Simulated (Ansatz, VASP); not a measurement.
**Two plane-wave programs on P**

```
P
1.0
     3.29620    0.00000    0.00000
     0.00000    4.43913    0.00000
     0.00000    0.00000   30.33768
P
4
Direct
  0.00000 0.58250 0.46501
  0.50000 0.91750 0.46501
  0.50000 0.08250 0.53499
  0.00000 0.41750 0.53499
```

Alike in both runs: task single point; functional PBE; dispersion D3(BJ); k mesh 10 × 8 × 1; occupations gaussian, width 0.02 eV; no spin polarisation.

|  | VASP | Ansatz |
| --- | --- | --- |
| version | VASP 6.6.1 | Ansatz 0.2.0 |
| potentials or method | VASP PAW PBE potentials, release 64 (P), cutoff 400 eV | scalar-relativistic, plane waves, PAW |
| valence electrons in the cell | 20 | 20 |

|  | VASP | Ansatz | Ansatz less VASP |
| --- | --- | --- | --- |
| gap on the k mesh at the Fermi level (eV) | 0.75 | 0.73 | -0.017 |
| least direct gap on the mesh (eV) | 0.75 | 0.73 | -0.017 |
